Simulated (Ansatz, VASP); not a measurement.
## Pd in VASP and in Ansatz

INCAR

```
SYSTEM = Pd
PREC = Accurate ; ENCUT = 520
EDIFF = 1E-7 ; ISMEAR = -1
SIGMA = 0.05 ; LREAL = .FALSE.
LASPH = .TRUE. ; NELM = 60
ALGO = Normal ; ISIF = 2
LWAVE = .FALSE. ; LCHARG = .FALSE.
GGA = PE ; NBANDS = 11
```

KPOINTS

```
regular mesh
0
G
  10 10 10
  0 0 0
```

The input POSCAR:

```
Pd
1.0
    0.0000000000      1.9465000000      1.9465000000
    1.9465000000      0.0000000000      1.9465000000
    1.9465000000      1.9465000000      0.0000000000
Pd
1
Direct
    0.0000000000      0.0000000000      0.0000000000
```

File input.yaml:

```yaml
crystal:
  lattice:
    - [0.0, 1.9465, 1.9465]
    - [1.9465, 0.0, 1.9465]
    - [1.9465, 1.9465, 0.0]
  atoms:
    - { symbol: Pd, position: [0.0, 0.0, 0.0] }
hamiltonian:
  xc: pbe
  pseudopotentials: { kind: paw }
kpoints:
  mp_grid: { grid: [10, 10, 10] }
  band_path:
    path:
      - [[0.0, 0.0, 0.0], [0.5, 0.0, 0.5], [0.5, 0.25, 0.75], [0.375, 0.375, 0.75], [0.0, 0.0, 0.0], [0.5, 0.5, 0.5], [0.625, 0.25, 0.625], [0.5, 0.25, 0.75], [0.5, 0.5, 0.5], [0.375, 0.375, 0.75]]
      - [[0.625, 0.25, 0.625], [0.5, 0.0, 0.5]]
    npoints: 14
scf:
  occupations: { method: fermi_dirac, width: 0.05 }
  n_extra_bands: 6
output:
  forces: true
  stress: true
  eigenvalues: true
  fatbands: false
```

Alike in both runs: functional PBE; k mesh 10 × 10 × 10; occupations fermi-dirac, width 0.05 eV; no spin polarisation.

|  | VASP | Ansatz |
| --- | --- | --- |
| version | VASP 6.6.1 | Ansatz 0.2.0 |
| potentials or method | VASP PAW PBE potentials, release 64 (Pd) | Ansatz PAW |
| plane-wave cutoff (eV) | 520 | 420 |
| valence electrons in the cell | 10 | 18 |
| task | single point | band structure |

|  | VASP | Ansatz | Ansatz less VASP |
| --- | --- | --- | --- |
| gap on the k mesh at the Fermi level (eV) | none | none | - |
| pressure (GPa) | 6.6 | 7.0 | +0.35 |

A gap of «none» marks a metal or a gap that the smearing closes. With one functional, cell and mesh, what is left measures potentials, basis and numerics. VASP's potentials hold 10 valence electrons a cell and Ansatz's 18, so a difference there can come from the potentials and not from the codes.
